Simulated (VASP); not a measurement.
# Sb: relaxation of cell and atoms with LDA

Sb:

```xyz
1
Lattice="-1.7250 1.7250 1.7250 1.7250 -1.7250 1.7250 1.7250 1.7250 -1.7250" Properties=species:S:1:pos:R:3 pbc="T T T"
Sb    0.0000    0.0000    0.0000
```

```json
{"Program": "VASP 6.6.1", "Task": "relaxation of cell and atoms", "Functional": "LDA", "Potentials or basis": "VASP PAW LDA potentials, release 64 (Sb)", "Cutoff": "500 eV", "k mesh": "9 × 9 × 9", "Occupations": "fermi-dirac, width 0.1 eV", "Spin": "no spin polarisation", "Target pressure": "20 GPa", "Dipole correction": "no", "Further INCAR settings": "ALGO = Normal; EDIFF = 1e-07; IBRION = 2; EDIFFG = -0.01; NSW = 80; ISIF = 3"}
```

The relaxed volume is 21.39 Å³/atom. The relaxed cell is a = 3.029 Å, b = 3.029 Å, c = 3.029 Å, α = 109.47°, β = 109.47°, γ = 109.47°, the space group after relaxing (to 0.05 Å) is Im-3m (No. 229) and the energy change on relaxing (the enthalpy is what falls) is -124.6 meV/atom. The ionic steps are 4 and the pressure after relaxing is 20.0 GPa.

Step by step:
| step | energy change (eV) | largest force (eV/Å) | pressure (GPa) | volume (Å³) |
| --- | --- | --- | --- | --- |
| 1 | 0.0000 | 0.0000 | 26.82 | 20.53 |
| 2 | -0.2878 | 0.0000 | 8.98 | 23.24 |
| 3 | -0.1277 | 0.0000 | 19.82 | 21.41 |
| 4 | -0.1246 | 0.0000 | 19.99 | 21.39 |

Final structure:
```cif
data_structure
_symmetry_space_group_name_H-M 'P 1'
_symmetry_Int_Tables_number 1
_cell_length_a 3.0288
_cell_length_b 3.0288
_cell_length_c 3.0288
_cell_angle_alpha 109.471
_cell_angle_beta 109.471
_cell_angle_gamma 109.471
_cell_volume 21.39
loop_
_atom_site_label
_atom_site_type_symbol
_atom_site_fract_x
_atom_site_fract_y
_atom_site_fract_z
_atom_site_occupancy
Sb1 Sb 0.00000 0.00000 0.00000 1
```

Levels at points of the mesh, in eV from the Fermi level:
| k point | band 1 | band 2 | band 3 | band 4 | band 5 | band 6 |
| --- | --- | --- | --- | --- | --- | --- |
| (0.00, 0.00, 0.00) | -14.98 | 7.35 | 7.35 | 7.35 | 11.06 | 11.06 |

Run time: 14 s on 1 thread of Intel Xeon 8259CL, on a shared host, peak memory 0.13 GiB.

Caveat: the cell is relaxed towards a set pressure, so the enthalpy falls and the energy may rise; spin-orbit coupling is left out, which moves the levels of the heavy elements.
